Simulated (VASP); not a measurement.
## CuAu: single point with HSE06

CuAu:

```
Au Cu
1.0
     2.84774    0.00000    0.00000
     0.00000    2.84774    0.00000
     0.00000    0.00000    3.73349
Au Cu
1 1
Direct
  0.00000 0.00000 0.00000
  0.50000 0.50000 0.50000
```

```
Program                            : VASP 6.6.1
Task                               : single point
Functional                         : HSE06
Potentials or basis                : VASP PAW PBE potentials, release 64 (Au, Cu)
Cutoff                             : 520 eV
k mesh                             : 6 × 6 × 4
Occupations                        : fermi-dirac, width 0.05 eV
Spin                               : no spin polarisation
Dipole correction                  : no
Grid for exact exchange (PRECFOCK) : Normal
Further INCAR settings             : ALGO = Normal; EDIFF = 1e-06; NBANDS = 18
Share of exact exchange            : 0.25
Screening parameter                : 0.2079 1/Å
```

```yaml
Pressure: -2.6 GPa
Band_gap_on_the_k_mesh: zero (bands 11 and 12 overlap by 9.18 eV)
```

Stress tensor (GPa, compression positive):
```
-1.78  0.00  0.00
 0.00 -1.78  0.00
 0.00  0.00 -4.23
```

Levels at points of the mesh, in eV from the Fermi level:
```csv
k point,band 7,band 8,band 9,band 10,band 11,band 12,band 13,band 14,band 15,band 16
"(0.00, 0.00, 0.00)",-3.91,-3.25,-2.69,-2.35,-2.35,2.75,8.91,11.05,11.05,17.74
"(0.50, 0.00, 0.00)",-4.04,-4.02,-3.46,-3.20,-1.40,-0.27,10.36,10.42,12.28,12.32
"(0.50, 0.50, 0.00)",-2.69,-2.29,-2.26,-2.26,1.19,1.19,5.82,7.76,11.26,12.63
"(0.00, 0.00, 0.50)",-4.28,-3.57,-3.33,-3.33,-3.28,-3.05,15.44,15.61,15.61,16.21
"(0.50, 0.00, 0.50)",-2.81,-2.69,-2.53,-2.46,-0.83,-0.72,3.10,5.11,16.99,17.34
"(0.50, 0.50, 0.50)",-3.98,-3.24,-2.73,-2.30,6.14,6.14,6.53,7.05,7.59,7.83
```

Wall time 25 min on 1 thread of Intel(R) Xeon(R) 6975P-C (Granite Rapids), with other jobs on the host, peak memory 0.27 GiB.

Caveat: the k points lie up to 0.42 Å⁻¹ apart, too coarse for converged energies and pressures of a metal; the PAW data sets were made with another functional, which shifts forces and pressure a little; spin-orbit coupling is left out, which moves the levels of the heavy elements.
